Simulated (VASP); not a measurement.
Input of a VASP 6.6.1 run:

INCAR

```
  ALGO = Normal
  EDIFF = 1E-7
  EDIFFG = -0.01
  ENCUT = 600
  GGA = PS
  IBRION = 2
  ISIF = 3
  ISMEAR = -1
  LASPH = T
  LCHARG = F
  LREAL = F
  LWAVE = F
  NELM = 100
  NSW = 60
  PREC = Accurate
  SIGMA = 0.05
```

The input KPOINTS:

```
k-points
0
Gamma
  13 13 8
```

File POSCAR:

```
C
1.0
    2.1273203072     -1.2282824400      0.0000000000
    2.1273203072      1.2282824400      0.0000000000
   -1.3790696309      0.0000000000      3.5028300786
C
2
Direct
    0.1666444700      0.1666444700      0.9999069600
    0.8333555300      0.8333555300      0.0000930400
```

Potentials or basis: VASP PAW PBE potentials, release 64 (C).

The run is started by

```sh
$ cat potpaw_PBE.64/C/POTCAR > POTCAR
$ mpirun -np 1 vasp_std > vasp.out
```

Question: Estimate the space group after relaxing (to 0.1 Å).

Answer: R-3m (No. 166).

Question: Estimate the relaxed cell.

Answer: a = 2.460 Å, b = 2.460 Å, c = 3.837 Å, α = 108.41°, β = 108.41°, γ = 60.01°.

Stress tensor (GPa, compression positive):
```
 0.10  0.00 -0.02
 0.00 -0.04  0.00
-0.02  0.00  0.00
```

Caveat: this functional lacks dispersion, which binds the layers, so the pressure and a relaxed spacing across them are unreliable; the PAW data sets were made with another functional, which shifts forces and pressure a little.
